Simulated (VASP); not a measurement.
# NbAs in VASP: further runs

The runs below take NbAs through single point, with revPBE.

Program: VASP 6.6.1. These are calculated values, not measurements. Logs are shortened: lines on timing, memory, paths and dates and some standing lists are left out, and cuts for length are marked.

## (1) The cell of the first run

Symmetry: I4_1md, No. 109, tetragonal system. Conventional cell: a = 3.452 Å, b = 3.452 Å, c = 11.680 Å, α = 90.00°, β = 90.00°, γ = 90.00°. Nb (site symmetry 2mm) has 6 As at 2.60 to 2.63 Å and 8 Nb at 3.39 to 3.45 Å within 3.5 Å. As (site symmetry 2mm) has 6 Nb at 2.60 to 2.63 Å and 8 As at 3.39 to 3.45 Å within 3.5 Å.

## (2) Single point, revPBE

File INCAR:

```
ALGO = Normal
EDIFF = 1E-7
ENCUT = 520
GGA = RE
ISIF = 2
ISMEAR = 1
LASPH = T
LCHARG = F
LREAL = F
LWAVE = F
NBANDS = 26
NELM = 60
PREC = Accurate
SIGMA = 0.15
```

File KPOINTS:

```
Automatic mesh
0
Gamma
  6 6 6
  0.5 0.5 0.5
```

File POSCAR:

```
NbAs
1.0
    6.3295119825      0.0000000420      0.0000000455
    4.4471814658      4.5039203974      0.0000000455
   -5.3883467417     -2.2519602270      2.4407204804
Nb As
2 2
Direct
    0.0000000000      0.0000000000      0.0000000000
    0.7500000000      0.2500000000      0.5000000000
    0.4160000000      0.4160000000      0.0000000000
    0.1660000000      0.6660000000      0.5000000000
```

Potentials or basis: VASP PAW PBE potentials, release 64 (Nb_sv, As).

The run is started by

```console
cat potpaw_PBE.64/Nb_sv/POTCAR potpaw_PBE.64/As/POTCAR > POTCAR
mpirun -np 1 vasp_std > vasp.out
```

OUTCAR:

```text
EDIFF = 1E-7
   ENCUT = 520
   GGA = RE
   ISIF = 2
   ISMEAR = 1
   LASPH = T
   LREAL = F
   NELM = 60
   PREC = Accurate

 ion  position               nearest neighbor table
   1  0.000  0.000  0.000-   4 2.60   4 2.60   3 2.63   3 2.63   3 2.63   3 2.63
   2  0.750  0.250  0.500-   3 2.60   3 2.60   4 2.63   4 2.63   4 2.63   4 2.63
   3  0.416  0.416  0.000-   2 2.60   2 2.60   1 2.63   1 2.63   1 2.63   1 2.63
   4  0.166  0.666  0.500-   1 2.60   1 2.60   2 2.63   2 2.63   2 2.63   2 2.63

  LATTYP: Found a body centered tetragonal cell.
 ALAT       =     3.4517000697
 C/A-ratio  =     3.3838400392

  Lattice vectors:

 A1 = (   6.3295119825,   0.0000000420,   0.0000000455)
 A2 = (   4.4471814658,   4.5039203974,   0.0000000455)
 A3 = (  -5.3883467417,  -2.2519602270,   2.4407204804)

Analysis of symmetry for initial positions (statically):
=====================================================================
 Subroutine PRICEL returns:
 Original cell was already a primitive cell.

 Routine SETGRP: Setting up the symmetry group for a
 body centered tetragonal supercell.

 Subroutine GETGRP returns: Found  8 space group operations
 (whereof  4 operations were pure point group operations)
 out of a pool of 16 trial point group operations.

The static configuration has the point symmetry C_2v.
 The point group associated with its full space group is C_4v.

Analysis of symmetry for dynamics (positions and initial velocities):
=====================================================================
 Subroutine PRICEL returns:
 Original cell was already a primitive cell.

 Routine SETGRP: Setting up the symmetry group for a
 body centered tetragonal supercell.

 Subroutine GETGRP returns: Found  8 space group operations
 (whereof  4 operations were pure point group operations)
 out of a pool of 16 trial point group operations.

The dynamic configuration has the point symmetry C_2v.
 The point group associated with its full space group is C_4v.

 Subroutine INISYM returns: Found  8 space group operations
 (whereof  4 operations are pure point group operations),
 and found     1 'primitive' translations

----------------------------------------------------------------------------------------

                                     Primitive cell

  volume of cell :      69.5791

  direct lattice vectors                    reciprocal lattice vectors
     6.329511982  0.000000042  0.000000045     0.157990063 -0.155999757  0.204857540
     4.447181466  4.503920397  0.000000045    -0.000000003  0.222028792  0.204857540
    -5.388346742 -2.251960227  2.440720480    -0.000000003 -0.000000001  0.409715078

  length of vectors
     6.329511982  6.329511982  6.329511982     0.302098321  0.302098321  0.409715078

  position of ions in fractional coordinates (direct lattice)
     0.000000000  0.000000000  0.000000000
     0.750000000  0.250000000  0.500000000
     0.416000000  0.416000000  1.000000000
     0.166000000  0.666000000  0.500000000

  ion indices of the primitive-cell ions
   primitive index   ion index
                 1           1
                 2           2
                 3           3
                 4           4

----------------------------------------------------------------------------------------

 KPOINTS: Automatic mesh

Automatic generation of k-mesh.
 Grid dimensions read from file:
 generate k-points for:    6    6    6

 Generating k-lattice:

  Cartesian coordinates                     Fractional coordinates (reciprocal lattice)
     0.026331677 -0.025999960  0.034142923     0.166666667  0.000000000  0.000000000
    -0.000000000  0.037004799  0.034142923     0.000000000  0.166666667 -0.000000000
    -0.000000000 -0.000000000  0.068285846    -0.000000000 -0.000000000  0.166666667

  Length of vectors
     0.050349720  0.050349720  0.068285846

  Shift w.r.t. Gamma in fractional coordinates (k-lattice)
     0.500000000  0.500000000  0.500000000

 Subroutine IBZKPT returns following result:
 ===========================================

 Found     28 irreducible k-points:

 Following reciprocal coordinates:
            Coordinates               Weight
  0.083333  0.083333  0.083333      8.000000
  0.250000  0.083333  0.083333     16.000000
  0.416667  0.083333  0.083333      8.000000
 -0.083333  0.083333  0.083333      4.000000
  0.250000  0.250000  0.083333      8.000000
  0.416667  0.250000  0.083333     16.000000
[... 16 lines left out ...]
 -0.250000  0.416667  0.250000      8.000000
 -0.416667 -0.416667  0.250000      8.000000
 [... further k-points ...]
   k-points           NKPTS =     28   k-points in BZ     NKDIM =     28   number of bands    NBANDS=     26
   number of dos      NEDOS =    301   number of ions     NIONS =      4
   total plane-waves  NPLWV = 110592
   dimension x,y,z NGX =    48 NGY =   48 NGZ =   48
   dimension x,y,z NGXF=    96 NGYF=   96 NGZF=   96
   ions per type =               2   2
   NGX,Y,Z   is equivalent  to a cutoff of  12.61, 12.61, 12.61 a.u.
   NGXF,Y,Z  is equivalent  to a cutoff of  25.21, 25.21, 25.21 a.u.
 SYSTEM =  unknown system
   PREC   = accura    normal or accurate (medium, high low for compatibility)
   ISTART =      0    job   : 0-new  1-cont  2-samecut
   ICHARG =      2    charge: 1-file 2-atom 10-const
   ISPIN  =      1    spin polarized calculation?
   LNONCOLLINEAR =      F non collinear calculations
   LSORBIT =      F    spin-orbit coupling
   LASPH  =      T    aspherical Exc in radial PAW
   ENCUT  =  520.0 eV  38.22 Ry    6.18 a.u.  11.77 11.77 11.77*2*pi/ulx,y,z
   NELM   =     60;   NELMIN=  2; NELMDL= -5     # of ELM steps
   EDIFF  = 0.1E-06   stopping-criterion for ELM
   LREAL  =      F    real-space projection
   EDIFFG = 0.1E-05   stopping-criterion for IOM
   NSW    =      0    number of steps for IOM
   IBRION =     -1    ionic relax: 0-MD 1-quasi-New 2-CG
   NFREE  =      0    steps in history (QN), initial steepest desc. (CG)
   ISIF   =      2    stress and relaxation
   ISYM   =      2    0-nonsym 1-usesym 2-fastsym
   POTIM  = 0.5000    time-step for ionic-motion
   TEBEG  =    0.0;   TEEND  =   0.0 temperature during run
   PSTRESS=    0.0 pullay stress
   NELECT =      36.0000    total number of electrons
   NUPDOWN=      -1.0000    fix difference up-down
   EMIN   =  10.00;   EMAX   =-10.00  energy-range for DOS
   EFERMI =   0.00;   METHOD = LEGACY
   ISMEAR =     1;   SIGMA  =   0.15  broadening in eV -4-tet -1-fermi 0-gaus
   EFERMI_NEDOS =   21; number of points for ismear=-14 and -15
   IALGO  =     38    algorithm
   IMIX   =      4    mixing-type and parameters
     AMIX     =   0.40;   BMIX     =  1.00
     AMIX_MAG =   1.60;   BMIX_MAG =  1.00
  volume/ion in A,a.u.               =      17.39       117.39
  Fermi-wavevector in a.u.,A,eV,Ry     =   1.314264  2.483599 23.501212  1.727290
  Thomas-Fermi vector in A             =   2.444529
   LORBIT       =      0    0 simple, 1 ext, 2 COOP (PROOUT), +10 PAW based schemes
   GGA     = RE    functional components
   LHFCALC =     F    Hartree Fock is set to
   AEXX    =    0.0000 exact exchange contribution
   IVDW    =     0    specifies the selected vdW correction
   LEPSILON=     F    determine dielectric tensor
   LRPA    =     F    only Hartree local field effects (RPA)
 non-spin polarized calculation
 Methfessel and Paxton  Order N= 1 SIGMA  =   0.15
  energy-cutoff  :      520.00
  volume of cell :       69.58
 maximum number of plane-waves:      1898
   NGX = 23   NGY = 23   NGZ = 23

 number of electron      35.9999999 magnetization

 Free energy of the ion-electron system (eV)
  ---------------------------------------------------
  ext. energy  EPLUGINS =         0.00000000
  ---------------------------------------------------
  free energy    TOTEN  =       -30.93257672 eV

  energy without entropy =      -30.92757284  energy(sigma->0) =      -30.93090876

 E-fermi :   9.6960     XC(G=0): -11.8128

 val. band max:        9.6926364756   @ k =  -0.0833  -0.4167   0.0833
 cond. band min:       9.7108346021   @ k =  -0.0833  -0.4167   0.0833
 fundamental gap:      0.0181981265
 Fermi energy:         9.6960128297

 k-point     1 :       0.0833    0.0833    0.0833
  band No.  band energies     occupation
      1     -45.4358      2.00000
      2     -45.4122      2.00000
      3     -21.6404      2.00000
      4     -21.6068      2.00000
      5     -21.5829      2.00000
      6     -21.4444      2.00000
[... 18 lines left out ...]
     25      13.5605      0.00000
     26      14.7320      0.00000

 k-point     2 :       0.2500    0.0833    0.0833
  band No.  band energies     occupation
      1     -45.4265      2.00000
      2     -45.4097      2.00000
      3     -21.7154      2.00000
      4     -21.6045      2.00000
      5     -21.5668      2.00000
      6     -21.5167      2.00000
[... 18 lines left out ...]
     25      14.0974      0.00000
     26      15.3508      0.00000

 k-point     3 :       0.4167    0.0833    0.0833
  band No.  band energies     occupation
      1     -45.4212      2.00000
      2     -45.4091      2.00000
      3     -21.7660      2.00000
      4     -21.6032      2.00000
      5     -21.5790      2.00000
      6     -21.5124      2.00000
[... 18 lines left out ...]
     25      13.9962      0.00000
     26      15.5592      0.00000

 k-point     4 :      -0.0833    0.0833    0.0833
  band No.  band energies     occupation
      1     -45.4402      2.00000
      2     -45.4137      2.00000
      3     -21.6529      2.00000
      4     -21.6005      2.00000
      5     -21.5496      2.00000
      6     -21.4451      2.00000
[... 18 lines left out ...]
     25      14.1265      0.00000
     26      14.5781      0.00000
[... 496 lines left out ...]
      1     -45.4207      2.00000
      2     -45.4156      2.00000
      3     -21.7188      2.00000
      4     -21.6022      2.00000
      5     -21.5426      2.00000
      6     -21.4907      2.00000
[... 18 lines left out ...]
     25      14.2209      0.00000
     26      14.5172      0.00000

 k-point    23 :      -0.2500    0.4167    0.2500
  band No.  band energies     occupation
      1     -45.4254      2.00000
      2     -45.4167      2.00000
      3     -21.7273      2.00000
      4     -21.5622      2.00000
      5     -21.5422      2.00000
      6     -21.5020      2.00000
[... 18 lines left out ...]
     25      14.2431      0.00000
     26      15.1732      0.00000

 k-point    24 :      -0.4167   -0.4167    0.2500
  band No.  band energies     occupation
      1     -45.4272      2.00000
      2     -45.4208      2.00000
      3     -21.6167      2.00000
      4     -21.6139      2.00000
      5     -21.5249      2.00000
      6     -21.4683      2.00000
[... 18 lines left out ...]
     25      14.2771      0.00000
     26      14.3093      0.00000

 [... further k-points ...]

------------------------ aborting loop because EDIFF is reached ----------------------------------------

  FORCE on cell =-STRESS in cart. coord.  units (eV):
  Direction    XX          YY          ZZ          XY          YZ          ZX
  --------------------------------------------------------------------------------------
  -------------------------------------------------------------------------------------
  Total        2.4083817      2.2636792      2.2330555      0.0732744      0.0000000      0.0000000
  in kB       55.4570702     52.1250488     51.4198870      1.6872663      0.0000000      0.0000000
  external PRESSURE =      53.0006687 kB  Pullay stress =       0.0000000 kB

 VOLUME and BASIS-vectors are now :
 -----------------------------------------------------------------------------
  energy-cutoff  :      520.00
  volume of cell :       69.58
      direct lattice vectors                 reciprocal lattice vectors
     6.329511982  0.000000042  0.000000045     0.157990063 -0.155999757  0.204857540
     4.447181466  4.503920397  0.000000045    -0.000000003  0.222028792  0.204857540
    -5.388346742 -2.251960227  2.440720480    -0.000000003 -0.000000001  0.409715078

 POSITION                                       TOTAL-FORCE (eV/Angst)
 -----------------------------------------------------------------------------------
      0.00000      0.00000      0.00000        -0.269355     -0.112572     -0.000000
      3.16476      0.00000      1.22036        -0.269355     -0.112572     -0.000000
      4.48310      1.87363      0.00000         0.269355      0.112572      0.000000
      1.31835      1.87363      1.22036         0.269355      0.112572      0.000000
 -----------------------------------------------------------------------------------
    total drift:                               -0.000020     -0.000008     -0.000000

  FREE ENERGIE OF THE ION-ELECTRON SYSTEM (eV)
  ---------------------------------------------------
  free  energy   TOTEN  =       -30.9325767188 eV

  energy  without entropy=      -30.9275728375  energy(sigma->0) =      -30.93090876
```

It took 70 s on 1 thread of Intel Xeon 6975P-C (Granite Rapids), shared host; peak memory 0.32 GiB.

What came out:

| Item | Value |
| --- | --- |
| Free energy | -30.9326 eV |
| Pressure | 5.3 GPa |
| Largest force | 0.292 eV/Å |
| Band gap on the k mesh | 0.02 eV |

Forces in eV/Å, atoms in the order of the input:
```
Nb  -0.269 -0.113  0.000
Nb  -0.269 -0.113  0.000
As   0.269  0.113  0.000
As   0.269  0.113  0.000
```

Stress tensor (GPa, compression positive):
```
5.55 0.17 0.00
0.17 5.21 0.00
0.00 0.00 5.14
```

Caveat: the cell stands under pressure; the PAW data sets were made with another functional, which shifts forces and pressure a little; a shifted mesh leaves out Γ, where band edges can lie. A k mesh can miss the band edges.

## (3) Single point, revPBE

This run uses another cell than the first one, of 17.94 Å³/atom.

File INCAR:

```
ALGO = Normal
EDIFF = 1E-6
ENCUT = 520
GGA = RE
ISIF = 2
ISMEAR = 1
LASPH = True
LCHARG = False
LREAL = False
LWAVE = False
NBANDS = 26
NELM = 60
PREC = Accurate
SIGMA = 0.15
```

KPOINTS is that of step 2.

File POSCAR:

```
NbAs
1.0
    6.3959172826     -0.0000000456      0.0016410557
    4.4938384632      4.5511727887      0.0016410557
   -5.4442451016     -2.2753219165      2.4641131649
Nb As
2 2
Direct
   -0.0012157224     -0.0009973839     -0.0000896809
    0.7490026161      0.2487842776      0.4999103191
    0.4170207956      0.4171923107      0.0000896809
    0.1671923107      0.6670207956      0.5000896809
```

Potentials or basis: VASP PAW PBE potentials, release 64 (Nb_sv, As).

The run is started by

```console
cat potpaw_PBE.64/Nb_sv/POTCAR potpaw_PBE.64/As/POTCAR > POTCAR
mpirun -np 1 vasp_std > vasp.out
```

Wall time 2.3 min (1 thread of Intel Xeon 6975P-C (Granite Rapids), shared host); peak memory 0.37 GiB.

Results (log left out):

| Item | Value |
| --- | --- |
| Free energy | -30.9752 eV |
| Pressure | -0.1 GPa |
| Band gap on the k mesh | 0.02 eV |

Stress tensor (GPa, compression positive):
```
 0.05  0.09 -0.03
 0.09 -0.12 -0.01
-0.03 -0.01 -0.09
```

Levels at points of the mesh, in eV from the valence-band top:
| k point | band 15 | band 16 | band 17 | band 18 | band 19 | band 20 | band 21 | band 22 |
| --- | --- | --- | --- | --- | --- | --- | --- | --- |
| (0.08, 0.08, 0.08) | -2.61 | -1.63 | -0.87 | -0.74 | 0.36 | 0.38 | 2.10 | 2.50 |

Caveat: the PAW data sets were made with another functional, which shifts forces and pressure a little; a shifted mesh leaves out Γ, where band edges can lie. A k mesh can miss the band edges.
